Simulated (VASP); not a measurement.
Input of a VASP 6.6.1 run:

INCAR

```
PREC     = Accurate       # precision mode
ENCUT    = 520            # plane-wave cutoff, eV
EDIFF    = 1E-7           # SCF threshold, eV
ISMEAR   = -1             # smearing method
SIGMA    = 0.1            # smearing width, eV
LREAL    = F              # projectors in reciprocal space
LASPH    = T              # aspherical terms in the spheres
NELM     = 80             # most SCF steps
ALGO     = Normal         # electronic algorithm
ISIF     = 2              # what is computed and relaxed
LWAVE    = F              # write WAVECAR
LCHARG   = F              # write CHGCAR
GGA      = PS             # functional
NBANDS   = 12             # bands
```

KPOINTS

```
regular mesh
0
Gamma
  14 14 14
```

File POSCAR:

```
Zn
1.0
    2.5635715871      0.0000000000      0.0000000000
    0.0000000000      2.5635715871      0.0000000000
    0.0000000000      0.0000000000      2.5635715871
Zn
1
Direct
    0.0000000000      0.0000000000      0.0000000000
```

Potentials or basis: VASP PAW PBE potentials, release 64 (Zn).

Launch:

```sh
$ cat potpaw_PBE.64/Zn/POTCAR > POTCAR
$ mpirun -np 1 vasp_std > vasp.out
```

Problem. Predict the pressure.

Solution. 0.4 GPa.

Problem. Predict the band gap on the k mesh.

Solution. Zero (band 6 reaches 7.85 eV, above the bottom of band 7 at -0.78 eV).

Caveat: the PAW data sets were made with another functional, which shifts forces and pressure a little.
